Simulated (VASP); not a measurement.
A run of VASP 6.6.1:

The input INCAR:

```
SYSTEM = ZnCd2S
PREC = Accurate
ENCUT = 520
EDIFF = 1E-7
ISMEAR = 0
SIGMA = 0.1
LREAL = .FALSE.
LASPH = .TRUE.
NELM = 60
ALGO = Normal
ISIF = 2
LWAVE = .FALSE.
LCHARG = .FALSE.
GGA = PE
NBANDS = 29
```

Contents of KPOINTS:

```
Automatic mesh
0
G
  18 18 4
  0 0 0
```

Contents of POSCAR:

```
ZnCd2S
1.0
    2.9240481256      0.0000000000      0.0000000000
   -1.4620240628      2.5322999587      0.0000000000
    0.0000000000      0.0000000000     11.4229160523
Zn Cd S
1 2 1
Direct
    0.0000000000      0.0000000000      0.5000000000
    0.0000000000      0.0000000000      0.2417338054
    0.0000000000      0.0000000000      0.7582661946
    0.0000000000      0.0000000000      0.0000000000
```

Potentials or basis: VASP PAW PBE potentials, release 64 (Zn, Cd, S).

Command:

```sh
$ cat potpaw_PBE.64/Zn/POTCAR potpaw_PBE.64/Cd/POTCAR potpaw_PBE.64/S/POTCAR > POTCAR
$ mpirun -np 1 vasp_std > vasp.out
```

Hardware: 1 thread of Intel(R) Xeon(R) 6975P-C (Granite Rapids), on a shared host.

Q: Estimate the wall time of this run.

A: Wall time 2.1 min on 1 thread of Intel(R) Xeon(R) 6975P-C (Granite Rapids) (shared host), peak memory 0.4 GiB. Counts: scf iterations 16, k points 111.
